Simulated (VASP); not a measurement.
# As (R-3m) in VASP: notebook

As is run at these levels: PBE; tasks: single point.

Program: VASP 6.6.1. These are calculated values, not measurements. Logs are shortened: lines on timing, memory, paths and dates and some standing lists are left out, and cuts for length are marked.

## Step 1: The cell of the first run

Symmetry: R-3m, No. 166, trigonal system. Conventional cell: a = 3.759 Å, b = 3.759 Å, c = 10.457 Å, α = 90.00°, β = 90.00°, γ = 120.00°. As (site symmetry 3m) has 6 As at 2.52 to 3.10 Å within 3.3 Å.

## Step 2: Single point, PBE

File INCAR:

```
SYSTEM = As
PREC = Accurate
ENCUT = 520
EDIFF = 1E-6
ISMEAR = -1
SIGMA = 0.05
LREAL = .False.
LASPH = .True.
NELM = 80
ALGO = Normal
ISIF = 2
LWAVE = .False.
LCHARG = .False.
GGA = PE
NBANDS = 12
```

File KPOINTS:

```
Automatic mesh
0
Gamma
  4 4 4
  0 0 0
```

File POSCAR:

```
As
1.0
    1.8797494575      1.0852738553      3.4857700000
   -1.8797494575      1.0852738553      3.4857700000
    0.0000000000     -2.1705477106      3.4857700000
As
2
Direct
    0.2275400000      0.2275400000      0.2275400000
    0.7724600000      0.7724600000      0.7724600000
```

Potentials or basis: VASP PAW PBE potentials, release 64 (As).

The run is started by

```console
$ cat potpaw_PBE.64/As/POTCAR > POTCAR
$ mpirun -np 1 vasp_std > vasp.out
```

OUTCAR:

```text
SYSTEM = As
   PREC = Accurate
   ENCUT = 520
   EDIFF = 1E-6
   ISMEAR = -1
   LREAL = .False.
   LASPH = .True.
   NELM = 80
   ISIF = 2
   GGA = PE

 ion  position               nearest neighbor table
   1  0.228  0.228  0.228-   2 2.52   2 2.52   2 2.52
   2  0.772  0.772  0.772-   1 2.52   1 2.52   1 2.52

  LATTYP: Found a trigonal (rhomboedric) cell.
 ALAT       =     4.1063207202
 COS(alpha) =     0.5808936906

  Lattice vectors:

 A1 = (   1.8797494575,   1.0852738553,   3.4857700000)
 A2 = (  -1.8797494575,   1.0852738553,   3.4857700000)
 A3 = (   0.0000000000,  -2.1705477106,   3.4857700000)

Analysis of symmetry for initial positions (statically):
=====================================================================
 Subroutine PRICEL returns:
 Original cell was already a primitive cell.

 Routine SETGRP: Setting up the symmetry group for a
 trigonal (rhombohedral) supercell.

 Subroutine GETGRP returns: Found 12 space group operations
 (whereof 12 operations were pure point group operations)
 out of a pool of 12 trial point group operations.

The static configuration has the point symmetry D_3d.

Analysis of symmetry for dynamics (positions and initial velocities):
=====================================================================
 Subroutine PRICEL returns:
 Original cell was already a primitive cell.

 Routine SETGRP: Setting up the symmetry group for a
 trigonal (rhombohedral) supercell.

 Subroutine GETGRP returns: Found 12 space group operations
 (whereof 12 operations were pure point group operations)
 out of a pool of 12 trial point group operations.

The dynamic configuration has the point symmetry D_3d.

 Subroutine INISYM returns: Found 12 space group operations
 (whereof 12 operations are pure point group operations),
 and found     1 'primitive' translations

----------------------------------------------------------------------------------------

                                     Primitive cell

  volume of cell :      42.6667

  direct lattice vectors                    reciprocal lattice vectors
     1.879749457  1.085273855  3.485770000     0.265992895  0.153571070  0.095626887
    -1.879749457  1.085273855  3.485770000    -0.265992895  0.153571070  0.095626887
     0.000000000 -2.170547711  3.485770000     0.000000000 -0.307142139  0.095626887

  length of vectors
     4.106320720  4.106320720  4.106320720     0.321684310  0.321684310  0.321684310

  position of ions in fractional coordinates (direct lattice)
     0.227540000  0.227540000  0.227540000
     0.772460000  0.772460000  0.772460000

  ion indices of the primitive-cell ions
   primitive index   ion index
                 1           1
                 2           2

----------------------------------------------------------------------------------------

 KPOINTS: Automatic mesh

Automatic generation of k-mesh.
 Grid dimensions read from file:
 generate k-points for:    4    4    4

 Generating k-lattice:

  Cartesian coordinates                     Fractional coordinates (reciprocal lattice)
     0.066498224  0.038392767  0.023906722     0.250000000  0.000000000 -0.000000000
    -0.066498224  0.038392767  0.023906722     0.000000000  0.250000000 -0.000000000
     0.000000000 -0.076785535  0.023906722    -0.000000000 -0.000000000  0.250000000

  Length of vectors
     0.080421077  0.080421077  0.080421077

  Shift w.r.t. Gamma in fractional coordinates (k-lattice)
     0.000000000  0.000000000  0.000000000

 Subroutine IBZKPT returns following result:
 ===========================================

 Found     13 irreducible k-points:

 Following reciprocal coordinates:
            Coordinates               Weight
  0.000000  0.000000  0.000000      1.000000
  0.250000  0.000000  0.000000      6.000000
  0.500000  0.000000  0.000000      3.000000
  0.250000  0.250000  0.000000      6.000000
  0.500000  0.250000  0.000000     12.000000
 -0.250000  0.250000  0.000000      6.000000
  0.500000  0.500000  0.000000      3.000000
  0.250000  0.250000  0.250000      2.000000
  0.500000  0.250000  0.250000      6.000000
 -0.250000  0.250000  0.250000      6.000000
  0.500000  0.500000  0.250000      6.000000
 -0.250000  0.500000  0.250000      6.000000
  0.500000  0.500000  0.500000      1.000000
   k-points           NKPTS =     13   k-points in BZ     NKDIM =     13   number of bands    NBANDS=     12
   number of dos      NEDOS =    301   number of ions     NIONS =      2
   total plane-waves  NPLWV =  32768
   dimension x,y,z NGX =    32 NGY =   32 NGZ =   32
   dimension x,y,z NGXF=    64 NGYF=   64 NGZF=   64
   ions per type =               2
   NGX,Y,Z   is equivalent  to a cutoff of  12.96, 12.96, 12.96 a.u.
   NGXF,Y,Z  is equivalent  to a cutoff of  25.91, 25.91, 25.91 a.u.
 SYSTEM =  As
   PREC   = accura    normal or accurate (medium, high low for compatibility)
   ISTART =      0    job   : 0-new  1-cont  2-samecut
   ICHARG =      2    charge: 1-file 2-atom 10-const
   ISPIN  =      1    spin polarized calculation?
   LNONCOLLINEAR =      F non collinear calculations
   LSORBIT =      F    spin-orbit coupling
   LASPH  =      T    aspherical Exc in radial PAW
   ENCUT  =  520.0 eV  38.22 Ry    6.18 a.u.   7.64  7.64  7.64*2*pi/ulx,y,z
   NELM   =     80;   NELMIN=  2; NELMDL= -5     # of ELM steps
   EDIFF  = 0.1E-05   stopping-criterion for ELM
   LREAL  =      F    real-space projection
   EDIFFG = 0.1E-04   stopping-criterion for IOM
   NSW    =      0    number of steps for IOM
   IBRION =     -1    ionic relax: 0-MD 1-quasi-New 2-CG
   NFREE  =      0    steps in history (QN), initial steepest desc. (CG)
   ISIF   =      2    stress and relaxation
   ISYM   =      2    0-nonsym 1-usesym 2-fastsym
   POTIM  = 0.5000    time-step for ionic-motion
   TEBEG  =    0.0;   TEEND  =   0.0 temperature during run
   PSTRESS=    0.0 pullay stress
   NELECT =      10.0000    total number of electrons
   NUPDOWN=      -1.0000    fix difference up-down
   EMIN   =  10.00;   EMAX   =-10.00  energy-range for DOS
   EFERMI =   0.00;   METHOD = LEGACY
   ISMEAR =    -1;   SIGMA  =   0.05  broadening in eV -4-tet -1-fermi 0-gaus
   EFERMI_NEDOS =   21; number of points for ismear=-14 and -15
   IALGO  =     38    algorithm
   IMIX   =      4    mixing-type and parameters
     AMIX     =   0.40;   BMIX     =  1.00
     AMIX_MAG =   1.60;   BMIX_MAG =  1.00
  volume/ion in A,a.u.               =      21.33       143.96
  Fermi-wavevector in a.u.,A,eV,Ry     =   1.009358  1.907409 13.861654  1.018803
  Thomas-Fermi vector in A             =   2.142281
   LORBIT       =      0    0 simple, 1 ext, 2 COOP (PROOUT), +10 PAW based schemes
   GGA     = PE    functional components
   LHFCALC =     F    Hartree Fock is set to
   AEXX    =    0.0000 exact exchange contribution
   IVDW    =     0    specifies the selected vdW correction
   LEPSILON=     F    determine dielectric tensor
   LRPA    =     F    only Hartree local field effects (RPA)
 non-spin polarized calculation
  energy-cutoff  :      520.00
  volume of cell :       42.67
 maximum number of plane-waves:      1162
 NGX is ok and might be reduce to    32
   NGX = 15   NGY = 15   NGZ = 15

 number of electron      10.0000000 magnetization

 Free energy of the ion-electron system (eV)
  ---------------------------------------------------
  ext. energy  EPLUGINS =         0.00000000
  ---------------------------------------------------
  free energy    TOTEN  =        -9.39221105 eV

  energy without entropy =       -9.38630677  energy(sigma->0) =       -9.38925891

 E-fermi :   5.2268     XC(G=0): -10.0208

 val. band max:        5.1839808696   @ k =   0.5000   0.0000   0.0000
 cond. band min:       5.2679760758   @ k =   0.5000   0.0000   0.0000
 fundamental gap:      0.0839952062
 Fermi energy:         5.2268265144

 k-point     1 :       0.0000    0.0000    0.0000
  band No.  band energies     occupation
      1      -9.5179      2.00000
      2      -0.2160      2.00000
      3       3.0024      2.00000
      4       3.5594      2.00000
      5       3.5594      2.00000
      6       7.3655      0.00000
      7       8.5332      0.00000
      8       8.5332      0.00000
      9      12.3319      0.00000
     10      12.3319      0.00000
     11      12.7257      0.00000
     12      14.2362      0.00000

 k-point     2 :       0.2500    0.0000    0.0000
  band No.  band energies     occupation
      1      -8.6842      2.00000
      2      -2.5576      2.00000
      3       2.8069      2.00000
      4       3.1296      2.00000
      5       4.0508      2.00000
      6       6.8257      0.00000
      7       7.4415      0.00000
      8       7.6494      0.00000
      9      11.6895      0.00000
     10      12.2455      0.00000
     11      13.2662      0.00000
     12      17.8331      0.00000

 k-point     3 :       0.5000    0.0000    0.0000
  band No.  band energies     occupation
      1      -6.7478      2.00000
      2      -5.5933      2.00000
      3       2.8066      2.00000
      4       2.8160      2.00000
      5       5.1840      1.40403
      6       5.2680      0.61026
      7       5.8134      0.00002
      8       6.7939      0.00000
      9      14.5928      0.00000
     10      14.7799      0.00000
     11      17.0655      0.00000
     12      17.2353      0.00000
[... 121 lines left out ...]
 k-point    12 :      -0.2500    0.5000    0.2500
  band No.  band energies     occupation
      1      -6.3474      2.00000
      2      -4.8419      2.00000
      3      -0.2173      2.00000
      4      -0.1483      2.00000
      5       4.4083      2.00000
      6       6.7591      0.00000
      7      10.8337      0.00000
      8      10.8638      0.00000
      9      12.6017      0.00000
     10      13.0550      0.00000
     11      17.7997      0.00000
     12      18.0712      0.00000

 k-point    13 :       0.5000    0.5000    0.5000
  band No.  band energies     occupation
      1      -8.1345      2.00000
      2      -4.5948      2.00000
      3       3.8491      2.00000
      4       3.8491      2.00000
      5       5.0352      1.95761
      6       6.2464      0.00000
      7       6.2464      0.00000
      8       7.3176      0.00000
      9      13.6901      0.00000
     10      16.0270      0.00000
     11      16.0270      0.00000
     12      17.1435      0.00000

------------------------ aborting loop because EDIFF is reached ----------------------------------------

  FORCE on cell =-STRESS in cart. coord.  units (eV):
  Direction    XX          YY          ZZ          XY          YZ          ZX
  --------------------------------------------------------------------------------------
  -------------------------------------------------------------------------------------
  Total        1.4107484      1.4107484      0.2630036      0.0000000      0.0000000      0.0000000
  in kB       52.9749869     52.9749869      9.8760418      0.0000000      0.0000000      0.0000000
  external PRESSURE =      38.6086718 kB  Pullay stress =       0.0000000 kB

 VOLUME and BASIS-vectors are now :
 -----------------------------------------------------------------------------
  energy-cutoff  :      520.00
  volume of cell :       42.67
      direct lattice vectors                 reciprocal lattice vectors
     1.879749457  1.085273855  3.485770000     0.265992895  0.153571070  0.095626887
    -1.879749457  1.085273855  3.485770000    -0.265992895  0.153571070  0.095626887
     0.000000000 -2.170547711  3.485770000     0.000000000 -0.307142139  0.095626887

 POSITION                                       TOTAL-FORCE (eV/Angst)
 -----------------------------------------------------------------------------------
      0.00000      0.00000      2.37946         0.000000     -0.000000     -0.081368
      0.00000      0.00000      8.07785         0.000000      0.000000      0.081368
 -----------------------------------------------------------------------------------
    total drift:                               -0.000000      0.000000     -0.000000

  FREE ENERGIE OF THE ION-ELECTRON SYSTEM (eV)
  ---------------------------------------------------
  free  energy   TOTEN  =        -9.3922110451 eV

  energy  without entropy=       -9.3863067664  energy(sigma->0) =       -9.38925891
```

Wall time 6.4 s (1 thread of Intel Xeon Platinum 8488C (Sapphire Rapids), shared host); peak memory 0.16 GiB.

Results:

```yaml
Free_energy: -9.3922 eV
Pressure: 3.9 GPa
Largest_force: 0.081 eV/Å
Band_gap_on_the_k_mesh: 0.08 eV, direct
```

Forces on the atoms (eV/Å):
```
As   0.000  0.000 -0.081
As   0.000  0.000  0.081
```

Caveat: the k points lie up to 0.51 Å⁻¹ apart. A k mesh can miss the band edges.

## Step 3: Single point, PBE

INCAR: that of step 2 with these lines changed.

```diff
@@ -3,3 +3,3 @@
 ENCUT = 520
-EDIFF = 1E-6
+EDIFF = 1E-7
 ISMEAR = -1
@@ -8,3 +8,3 @@
 LASPH = .True.
-NELM = 80
+NELM = 100
 ALGO = Normal
```

File KPOINTS:

```
Automatic mesh
0
Gamma
  6 6 6
  0 0 0
```

POSCAR is that of step 2.

Potentials or basis: VASP PAW PBE potentials, release 64 (As).

The run is started by

```console
$ cat potpaw_PBE.64/As/POTCAR > POTCAR
$ mpirun -np 1 vasp_std > vasp.out
```

Wall time 11 s (1 thread of Intel Xeon Platinum 8488C (Sapphire Rapids), shared host); peak memory 0.17 GiB.

Results (log left out):

| Quantity | Value |
| --- | --- |
| Free energy | -9.3570 eV |
| Pressure | 3.8 GPa |
| Largest force | 0.164 eV/Å |
| Band gap on the k mesh | zero (band 5 reaches 5.59 eV, above the bottom of band 6 at 5.25 eV) |

Forces on the atoms (eV/Å):
```
As   0.000  0.000  0.164
As   0.000  0.000 -0.164
```

Stress tensor (GPa, compression positive):
```
4.30 0.00 0.00
0.00 4.30 0.00
0.00 0.00 2.68
```

Levels at points of the mesh, in eV from the Fermi level:
| k point | band 2 | band 3 | band 4 | band 5 | band 6 | band 7 | band 8 | band 9 |
| --- | --- | --- | --- | --- | --- | --- | --- | --- |
| (0.00, 0.00, 0.00) | -5.79 | -2.57 | -2.04 | -2.04 | 1.75 | 2.94 | 2.94 | 6.75 |
| (0.50, 0.00, 0.00) | -11.18 | -2.80 | -2.77 | -0.39 | -0.33 | 0.24 | 1.22 | 9.01 |
| (0.50, 0.50, 0.00) | -9.71 | -6.12 | -4.32 | -4.18 | 1.48 | 5.47 | 6.80 | 7.34 |
| (0.50, 0.50, 0.50) | -10.16 | -1.75 | -1.75 | -0.58 | 0.66 | 0.66 | 1.76 | 8.10 |

(Continued in part 2 of 2.)
